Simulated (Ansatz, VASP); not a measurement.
PbS in VASP and in Ansatz

```xyz
2
Lattice="0.0000 2.9475 2.9475 2.9475 0.0000 2.9475 2.9475 2.9475 0.0000" Properties=species:S:1:pos:R:3 pbc="T T T"
Pb    0.0000    0.0000    0.0000
S     2.9475    2.9475    2.9475
```

Alike in both runs: functional PBEsol; k mesh 5 × 5 × 5; no spin polarisation.

Ansatz relaxed the structure, and its values are those at the end. VASP's run is a single point on that final structure, the one shown.

```csv
,VASP,Ansatz
version,VASP 6.6.1,Ansatz 0.2.0
potentials or method,"VASP PAW PBE potentials, release 64 (Pb_d, S), cutoff 500 eV","plane waves, PAW"
occupations,"gaussian, width 0.01 eV",fixed
valence electrons in the cell,20,20
```

|  | VASP | Ansatz | Ansatz less VASP |
| --- | --- | --- | --- |
| pressure (GPa) | -0.1 | 0.0 | +0.05 |

VASP's potentials were made for PBE, not for PBEsol. Ansatz's warnings: stress scf threshold loose.

Neither program's run includes spin-orbit coupling.
